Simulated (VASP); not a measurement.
Te6Mo3H (a cell with a defect): single point with PBEsol+D3(BJ)

Te6Mo3H (a cell with a defect):

```
Te Mo H
1.0
     3.43343    0.00000    0.00000
    -1.71672    2.97344    0.00000
     0.00000    0.00000   20.77043
Te Mo H
6 3 1
Cartesian
  0.0000 0.0000 18.9546
  0.0000 1.9823 12.2916
  0.0000 1.9823 4.8459
  0.0000 1.9823 15.9246
  0.0000 1.9823 8.4789
  0.0000 0.0000 1.8158
  0.0000 0.0000 14.1062
  0.0000 0.0000 6.6642
  0.0000 1.9823 0.0000
  -0.9931 -0.0778 15.6265
```

```
Program                : VASP 6.6.1
Task                   : single point
Functional             : PBEsol
Dispersion             : D3(BJ)
Potentials or basis    : VASP PAW PBE potentials, release 64 (Te, Mo_sv, H)
Cutoff                 : 400 eV
k mesh                 : 9 × 9 × 2
Occupations            : gaussian, width 0.05 eV
Spin                   : no spin polarisation
Dipole correction      : no
Further INCAR settings : ALGO = Normal; EDIFF = 1e-06; NBANDS = 50
```

The pressure is 9.4 GPa, the largest force is 23.618 eV/Å and the band gap on the k mesh is zero (an odd number of electrons rules out a gap without spin polarisation). The dispersion energy per atom is -0.504 eV.

Forces in eV/Å, atoms in the order of the input:
```
Te   -0.029  -0.012  -0.012
Te    0.047   0.034  -0.517
Te   -0.001  -0.001  -0.031
Te  -14.199 -17.403   7.303
Te    0.000   0.000   0.074
Te   -0.004  -0.002   0.054
Mo    0.781   0.178  -2.002
Mo   -0.001   0.001  -0.015
Mo    0.003   0.005  -0.041
H    13.403  17.199  -4.813
```

Stress tensor (GPa, compression positive):
```
 9.60 10.50 -4.30
10.50 13.63 -4.24
-4.30 -4.24  4.95
```

Levels at points of the mesh, in eV from the Fermi level:
| k point | band 38 | band 39 | band 40 | band 41 | band 42 | band 43 |
| --- | --- | --- | --- | --- | --- | --- |
| (0.00, 0.00, 0.00) | -0.97 | -0.45 | -0.05 | 1.65 | 2.30 | 2.44 |
| (0.00, 0.00, 0.50) | -0.96 | -0.45 | -0.05 | 1.65 | 2.30 | 2.44 |

It took 6.2 min on 1 thread of Intel(R) Xeon(R) 6975P-C (Granite Rapids), with other jobs on the host, peak memory 0.59 GiB.

Caveat: the PAW data sets were made with another functional, which shifts forces and pressure a little; spin-orbit coupling is left out, which moves the levels of the heavy elements; an odd number of electrons without spin polarisation forces a metal; a magnetic or distorted state may lie lower.
